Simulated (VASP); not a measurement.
# CsSnI3 (Pm-3m) in VASP: further runs

Runs on CsSnI3. Level: PBEsol. Tasks: single point.

Program: VASP 6.6.1. These are calculated values, not measurements. Logs are shortened: lines on timing, memory, paths and dates and some standing lists are left out, and cuts for length are marked.

## 1. The cell of the first run

It takes space group Pm-3m (No. 221, cubic). Conventional cell: a = 5.766 Å, b = 5.766 Å, c = 5.766 Å, α = 90.00°, β = 90.00°, γ = 90.00°. Cs (site symmetry m-3m) has 12 I at 4.08 Å and 8 Sn at 4.99 Å within 5.4 Å. Within 3.8 Å of Sn (site symmetry m-3m) lie 6 I at 2.88 Å. Within 3.8 Å of I (site symmetry 4/mmm) lie 2 Sn at 2.88 Å.

## 2. Single point, PBEsol (equal strain along all axes, cell held: -6.0 %)

Input file INCAR:

```
PREC = Accurate
ENCUT = 520
EDIFF = 1E-6
ISMEAR = 0
SIGMA = 0.01
LREAL = False
LASPH = True
NELM = 80
ALGO = Normal
ISIF = 2
LWAVE = False
LCHARG = False
GGA = PS
NBANDS = 30
```

Input file KPOINTS:

```
regular mesh
0
Gamma
  6 6 6
```

Input file POSCAR:

```
CsSnI3
1.0
    5.7660271133      0.0000000000      0.0000000000
    0.0000000000      5.7660271133      0.0000000000
    0.0000000000      0.0000000000      5.7660271133
Cs Sn I
1 1 3
Direct
    0.0000000000      0.0000000000      0.0000000000
    0.5000000000      0.5000000000      0.5000000000
    0.0000000000      0.5000000000      0.5000000000
    0.5000000000      0.0000000000      0.5000000000
    0.5000000000      0.5000000000      0.0000000000
```

Potentials or basis: VASP PAW PBE potentials, release 64 (Cs_sv, Sn_d, I).

Run with:

```
$ cat potpaw_PBE.64/Cs_sv/POTCAR potpaw_PBE.64/Sn_d/POTCAR potpaw_PBE.64/I/POTCAR > POTCAR
$ mpirun -np 1 vasp_std > vasp.out
```

OUTCAR:

```text
PREC = Accurate
   ENCUT = 520
   EDIFF = 1E-6
   ISMEAR = 0
   LREAL = False
   LASPH = True
   NELM = 80
   ISIF = 2
   GGA = PS

 ion  position               nearest neighbor table
   1  0.000  0.000  0.000-
   2  0.500  0.500  0.500-   3 2.88   4 2.88   5 2.88   5 2.88   4 2.88   3 2.88
   3  0.000  0.500  0.500-   2 2.88   2 2.88
   4  0.500  0.000  0.500-   2 2.88   2 2.88
   5  0.500  0.500  0.000-   2 2.88   2 2.88

  LATTYP: Found a simple cubic cell.
 ALAT       =     5.7660271133

  Lattice vectors:

 A1 = (   5.7660271133,   0.0000000000,   0.0000000000)
 A2 = (   0.0000000000,   5.7660271133,   0.0000000000)
 A3 = (   0.0000000000,   0.0000000000,   5.7660271133)

Analysis of symmetry for initial positions (statically):
=====================================================================
 Subroutine PRICEL returns:
 Original cell was already a primitive cell.

 Routine SETGRP: Setting up the symmetry group for a
 simple cubic supercell.

 Subroutine GETGRP returns: Found 48 space group operations
 (whereof 48 operations were pure point group operations)
 out of a pool of 48 trial point group operations.

The static configuration has the point symmetry O_h .

Analysis of symmetry for dynamics (positions and initial velocities):
=====================================================================
 Subroutine PRICEL returns:
 Original cell was already a primitive cell.

 Routine SETGRP: Setting up the symmetry group for a
 simple cubic supercell.

 Subroutine GETGRP returns: Found 48 space group operations
 (whereof 48 operations were pure point group operations)
 out of a pool of 48 trial point group operations.

The dynamic configuration has the point symmetry O_h .

 Subroutine INISYM returns: Found 48 space group operations
 (whereof 48 operations are pure point group operations),
 and found     1 'primitive' translations

----------------------------------------------------------------------------------------

                                     Primitive cell

  volume of cell :     191.7035

  direct lattice vectors                    reciprocal lattice vectors
     5.766027113  0.000000000  0.000000000     0.173429639  0.000000000  0.000000000
     0.000000000  5.766027113  0.000000000     0.000000000  0.173429639  0.000000000
     0.000000000  0.000000000  5.766027113     0.000000000  0.000000000  0.173429639

  length of vectors
     5.766027113  5.766027113  5.766027113     0.173429639  0.173429639  0.173429639

  position of ions in fractional coordinates (direct lattice)
     0.000000000  0.000000000  0.000000000
     0.500000000  0.500000000  0.500000000
     0.000000000  0.500000000  0.500000000
     0.500000000  0.000000000  0.500000000
     0.500000000  0.500000000  0.000000000

  ion indices of the primitive-cell ions
   primitive index   ion index
                 1           1
                 2           2
                 3           3
                 4           4
                 5           5

----------------------------------------------------------------------------------------

 KPOINTS: regular mesh

Automatic generation of k-mesh.
 Grid dimensions read from file:
 generate k-points for:    6    6    6

 Generating k-lattice:

  Cartesian coordinates                     Fractional coordinates (reciprocal lattice)
     0.028904940  0.000000000  0.000000000     0.166666667  0.000000000  0.000000000
     0.000000000  0.028904940  0.000000000     0.000000000  0.166666667  0.000000000
     0.000000000  0.000000000  0.028904940     0.000000000  0.000000000  0.166666667

  Length of vectors
     0.028904940  0.028904940  0.028904940

  Shift w.r.t. Gamma in fractional coordinates (k-lattice)
     0.000000000  0.000000000  0.000000000

 Subroutine IBZKPT returns following result:
 ===========================================

 Found     20 irreducible k-points:

 Following reciprocal coordinates:
            Coordinates               Weight
  0.000000  0.000000  0.000000      1.000000
  0.166667  0.000000  0.000000      6.000000
  0.333333  0.000000  0.000000      6.000000
  0.500000  0.000000  0.000000      3.000000
  0.166667  0.166667  0.000000     12.000000
  0.333333  0.166667  0.000000     24.000000
[... 12 lines left out ...]
  0.500000  0.500000  0.333333      6.000000
  0.500000  0.500000  0.500000      1.000000
   k-points           NKPTS =     20   k-points in BZ     NKDIM =     20   number of bands    NBANDS=     30
   number of dos      NEDOS =    301   number of ions     NIONS =      5
   total plane-waves  NPLWV = 110592
   dimension x,y,z NGX =    48 NGY =   48 NGZ =   48
   dimension x,y,z NGXF=    96 NGYF=   96 NGZF=   96
   ions per type =               1   1   3
   NGX,Y,Z   is equivalent  to a cutoff of  13.84, 13.84, 13.84 a.u.
   NGXF,Y,Z  is equivalent  to a cutoff of  27.68, 27.68, 27.68 a.u.
 SYSTEM =  unknown system
   PREC   = accura    normal or accurate (medium, high low for compatibility)
   ISTART =      0    job   : 0-new  1-cont  2-samecut
   ICHARG =      2    charge: 1-file 2-atom 10-const
   ISPIN  =      1    spin polarized calculation?
   LNONCOLLINEAR =      F non collinear calculations
   LSORBIT =      F    spin-orbit coupling
   LASPH  =      T    aspherical Exc in radial PAW
   ENCUT  =  520.0 eV  38.22 Ry    6.18 a.u.  10.72 10.72 10.72*2*pi/ulx,y,z
   NELM   =     80;   NELMIN=  2; NELMDL= -5     # of ELM steps
   EDIFF  = 0.1E-05   stopping-criterion for ELM
   LREAL  =      F    real-space projection
   EDIFFG = 0.1E-04   stopping-criterion for IOM
   NSW    =      0    number of steps for IOM
   IBRION =     -1    ionic relax: 0-MD 1-quasi-New 2-CG
   NFREE  =      0    steps in history (QN), initial steepest desc. (CG)
   ISIF   =      2    stress and relaxation
   ISYM   =      2    0-nonsym 1-usesym 2-fastsym
   POTIM  = 0.5000    time-step for ionic-motion
   TEBEG  =    0.0;   TEEND  =   0.0 temperature during run
   PSTRESS=    0.0 pullay stress
   NELECT =      44.0000    total number of electrons
   NUPDOWN=      -1.0000    fix difference up-down
   EMIN   =  10.00;   EMAX   =-10.00  energy-range for DOS
   EFERMI =   0.00;   METHOD = LEGACY
   ISMEAR =     0;   SIGMA  =   0.01  broadening in eV -4-tet -1-fermi 0-gaus
   EFERMI_NEDOS =   21; number of points for ismear=-14 and -15
   IALGO  =     38    algorithm
   IMIX   =      4    mixing-type and parameters
     AMIX     =   0.40;   BMIX     =  1.00
     AMIX_MAG =   1.60;   BMIX_MAG =  1.00
  volume/ion in A,a.u.               =      38.34       258.74
  Fermi-wavevector in a.u.,A,eV,Ry     =   1.002341  1.894151 13.669617  1.004688
  Thomas-Fermi vector in A             =   2.134822
   LORBIT       =      0    0 simple, 1 ext, 2 COOP (PROOUT), +10 PAW based schemes
   GGA     = PS    functional components
   LHFCALC =     F    Hartree Fock is set to
   AEXX    =    0.0000 exact exchange contribution
   IVDW    =     0    specifies the selected vdW correction
   LEPSILON=     F    determine dielectric tensor
   LRPA    =     F    only Hartree local field effects (RPA)
 non-spin polarized calculation
 Gauss-broadening in eV      SIGMA  =   0.01
  energy-cutoff  :      520.00
  volume of cell :      191.70
 maximum number of plane-waves:      5232
 NGX is ok and might be reduce to    48
   NGX = 21   NGY = 21   NGZ = 21

 number of electron      44.0000011 magnetization

 Free energy of the ion-electron system (eV)
  ---------------------------------------------------
  ext. energy  EPLUGINS =         0.00000000
  ---------------------------------------------------
  free energy    TOTEN  =       -14.53655804 eV

  energy without entropy =      -14.53648662  energy(sigma->0) =      -14.53652233

 E-fermi :   5.0360     XC(G=0):  -8.6551

 val. band max:        4.8649067040   @ k =   0.5000   0.5000   0.3333
 cond. band min:       5.0390504570   @ k =   0.5000   0.5000   0.5000
 fundamental gap:      0.1741437529
 Fermi energy:         5.0360047555

 k-point     1 :       0.0000    0.0000    0.0000
  band No.  band energies     occupation
      1     -17.5478      2.00000
      2     -17.1697      2.00000
      3     -17.1697      2.00000
      4     -17.1004      2.00000
      5     -17.1004      2.00000
      6     -17.1004      2.00000
[... 22 lines left out ...]
     29      10.4361      0.00000
     30      10.4361      0.00000

 k-point     2 :       0.1667    0.0000    0.0000
  band No.  band energies     occupation
      1     -17.5474      2.00000
      2     -17.1697      2.00000
      3     -17.1683      2.00000
      4     -17.1005      2.00000
      5     -17.1005      2.00000
      6     -17.1004      2.00000
[... 22 lines left out ...]
     29       9.4716      0.00000
     30       9.9749      0.00000

 k-point     3 :       0.3333    0.0000    0.0000
  band No.  band energies     occupation
      1     -17.5464      2.00000
      2     -17.1697      2.00000
      3     -17.1653      2.00000
      4     -17.1009      2.00000
      5     -17.1009      2.00000
      6     -17.1004      2.00000
[... 22 lines left out ...]
     29       8.8149      0.00000
     30       9.1753      0.00000

 k-point     4 :       0.5000    0.0000    0.0000
  band No.  band energies     occupation
      1     -17.5459      2.00000
      2     -17.1697      2.00000
      3     -17.1637      2.00000
      4     -17.1011      2.00000
      5     -17.1011      2.00000
      6     -17.1003      2.00000
[... 484 lines left out ...]
     29       8.8700      0.00000
     30       9.3850      0.00000

 k-point    19 :       0.5000    0.5000    0.3333
  band No.  band energies     occupation
      1     -17.5433      2.00000
      2     -17.1622      2.00000
      3     -17.1607      2.00000
      4     -17.1018      2.00000
      5     -17.1016      2.00000
      6     -17.1016      2.00000
[... 22 lines left out ...]
     29       8.7496      0.00000
     30       9.6081      0.00000

 k-point    20 :       0.5000    0.5000    0.5000
  band No.  band energies     occupation
      1     -17.5429      2.00000
      2     -17.1607      2.00000
      3     -17.1607      2.00000
      4     -17.1018      2.00000
      5     -17.1018      2.00000
      6     -17.1018      2.00000
[... 22 lines left out ...]
     29       8.4342      0.00000
     30       9.8584      0.00000

------------------------ aborting loop because EDIFF is reached ----------------------------------------

  FORCE on cell =-STRESS in cart. coord.  units (eV):
  Direction    XX          YY          ZZ          XY          YZ          ZX
  --------------------------------------------------------------------------------------
  -------------------------------------------------------------------------------------
  Total        6.2902686      6.2902686      6.2902686     -0.0000000      0.0000000      0.0000000
  in kB       52.5714230     52.5714230     52.5714230     -0.0000000      0.0000000      0.0000000
  external PRESSURE =      52.5714230 kB  Pullay stress =       0.0000000 kB

 VOLUME and BASIS-vectors are now :
 -----------------------------------------------------------------------------
  energy-cutoff  :      520.00
  volume of cell :      191.70
      direct lattice vectors                 reciprocal lattice vectors
     5.766027113  0.000000000  0.000000000     0.173429639  0.000000000  0.000000000
     0.000000000  5.766027113  0.000000000     0.000000000  0.173429639  0.000000000
     0.000000000  0.000000000  5.766027113     0.000000000  0.000000000  0.173429639

 POSITION                                       TOTAL-FORCE (eV/Angst)
 -----------------------------------------------------------------------------------
      0.00000      0.00000      0.00000         0.000000      0.000000      0.000000
      2.88301      2.88301      2.88301         0.000000      0.000000      0.000000
      0.00000      2.88301      2.88301         0.000000      0.000000      0.000000
      2.88301      0.00000      2.88301         0.000000      0.000000      0.000000
      2.88301      2.88301      0.00000         0.000000      0.000000      0.000000
 -----------------------------------------------------------------------------------
    total drift:                                0.000000     -0.000000     -0.000000

  FREE ENERGIE OF THE ION-ELECTRON SYSTEM (eV)
  ---------------------------------------------------
  free  energy   TOTEN  =       -14.5365580408 eV

  energy  without entropy=      -14.5364866230  energy(sigma->0) =      -14.53652233
```

It took 2.6 min on 1 thread of AMD EPYC 7R43 (Zen 3), shared host; peak memory 0.35 GiB.

Results:

```yaml
Free_energy: -14.5366 eV
Pressure: 5.3 GPa
Band_gap_on_the_k_mesh: zero (filled and empty bands touch)
```

Caveat: the cell differs from its parent crystal (equal strain along all axes, cell held: -6.0 %); the PAW data sets were made with another functional, which shifts forces and pressure a little; spin-orbit coupling is left out, which moves the levels of the heavy elements.

## 3. Single point, PBEsol

This run uses another cell than the first one, of 46.16 Å³/atom, 1.204 times its volume.

Input file INCAR:

```
SYSTEM = CsSnI3
ALGO = Normal
EDIFF = 1E-7
ENCUT = 520
GGA = PS
ISIF = 2
ISMEAR = 0
LASPH = .TRUE.
LCHARG = .FALSE.
LREAL = .FALSE.
LWAVE = .FALSE.
NBANDS = 30
NELM = 60
PREC = Accurate
SIGMA = 0.01
```

Input file KPOINTS:

```
k-points
0
G
  6 6 6
  0 0 0
```

Changes to POSCAR since step 2:

```diff
@@ -2,5 +2,5 @@
 1.0
-    5.7660271133      0.0000000000      0.0000000000
-    0.0000000000      5.7660271133      0.0000000000
-    0.0000000000      0.0000000000      5.7660271133
+    6.1340713840      0.0000000000      0.0000000000
+    0.0000000000      6.1340713840      0.0000000000
+    0.0000000000      0.0000000000      6.1340713840
 Cs Sn I
```

Potentials or basis: VASP PAW PBE potentials, release 64 (Cs_sv, Sn_d, I).

Run with:

```
$ cat potpaw_PBE.64/Cs_sv/POTCAR potpaw_PBE.64/Sn_d/POTCAR potpaw_PBE.64/I/POTCAR > POTCAR
$ mpirun -np 1 vasp_std > vasp.out
```

Run time: 70 s. Hardware: 1 thread of Intel Xeon 6975P-C (Granite Rapids), shared host; peak memory 0.4 GiB.

The run converged. Its results:

```
Free energy            : -15.0792 eV
Pressure               : 0.0 GPa
Band gap on the k mesh : 0.10 eV, direct
```

Levels at points of the mesh, in eV from the valence-band top:
| k point | band 19 | band 20 | band 21 | band 22 | band 23 | band 24 | band 25 | band 26 |
| --- | --- | --- | --- | --- | --- | --- | --- | --- |
| (0.00, 0.00, 0.00) | -2.59 | -2.40 | -2.40 | -2.40 | 1.88 | 2.77 | 2.77 | 3.10 |
| (0.50, 0.00, 0.00) | -2.77 | -2.55 | -2.55 | -1.70 | 0.91 | 3.52 | 3.62 | 3.92 |
| (0.50, 0.50, 0.00) | -2.93 | -2.76 | -1.95 | -0.85 | 0.58 | 0.58 | 3.90 | 3.96 |
| (0.50, 0.50, 0.50) | -1.93 | -1.93 | -1.93 | 0.00 | 0.10 | 0.10 | 0.10 | 2.68 |

Caveat: the PAW data sets were made with another functional, which shifts forces and pressure a little; spin-orbit coupling is left out, which moves the levels of the heavy elements. A k mesh can miss the band edges.

## 4. Single point, PBEsol (volume scaled by 1.03)

Input file INCAR:

```
  PREC = Accurate
  ENCUT = 520
  EDIFF = 1E-7
  ISMEAR = 0
  SIGMA = 0.01
  LREAL = F
  LASPH = T
  NELM = 100
  ALGO = Normal
  ISIF = 2
  LWAVE = F
  LCHARG = F
  GGA = PS
  NBANDS = 30
```

Input file KPOINTS:

```
Automatic mesh
0
Gamma
  6 6 6
```

Changes to POSCAR since step 3:

```diff
@@ -2,5 +2,5 @@
 1.0
-    6.1340713840      0.0000000000      0.0000000000
-    0.0000000000      6.1340713840      0.0000000000
-    0.0000000000      0.0000000000      6.1340713840
+    6.1948087141      0.0000000000      0.0000000000
+    0.0000000000      6.1948087141      0.0000000000
+    0.0000000000      0.0000000000      6.1948087141
 Cs Sn I
```

Run with:

```
$ cat potpaw_PBE.64/Cs_sv/POTCAR potpaw_PBE.64/Sn_d/POTCAR potpaw_PBE.64/I/POTCAR > POTCAR
$ mpirun -np 1 vasp_std > vasp.out
```

It took 68 s on 1 thread of Intel Xeon 6975P-C (Granite Rapids), shared host; peak memory 0.41 GiB.

It converged, with:

* Free energy: -15.0698 eV
* Pressure: -0.5 GPa
* Band gap on the k mesh: 0.23 eV, direct

Levels at points of the mesh, in eV from the valence-band top:
```csv
k point,band 20,band 21,band 22,band 23,band 24,band 25
"(0.00, 0.00, 0.00)",-2.21,-2.21,-2.21,2.03,2.99,2.99
"(0.50, 0.00, 0.00)",-2.34,-2.34,-1.60,1.03,3.62,3.77
"(0.50, 0.50, 0.00)",-2.57,-1.78,-0.79,0.70,0.70,3.93
"(0.50, 0.50, 0.50)",-1.76,-1.76,0.00,0.23,0.23,0.23
```

Caveat: the cell differs from its parent crystal (volume scaled by 1.03); the PAW data sets were made with another functional, which shifts forces and pressure a little; spin-orbit coupling is left out, which moves the levels of the heavy elements. A k mesh can miss the band edges.

## 5. Summary

| cell | gap on the mesh (eV) | pressure (GPa) |
| --- | --- | --- |
| a = 5.766 Å, 5 atoms | none | 5.3 |
| a = 6.134 Å, 5 atoms | 0.10 | 0.0 |
| a = 6.195 Å, 5 atoms | 0.23 | -0.5 |

Alike in all rows: task single point; level PBEsol; potentials or basis VASP PAW PBE potentials, release 64 (Cs_sv, Sn_d, I); no spin polarisation; k mesh 6 × 6 × 6; cutoff (eV) 520; smearing gaussian 0.01 eV.

Caveats: the PAW data sets were made with another functional, which shifts forces and pressure a little; spin-orbit coupling is left out, which moves the levels of the heavy elements.

Absolute energies hang on the potentials; compare differences alone.
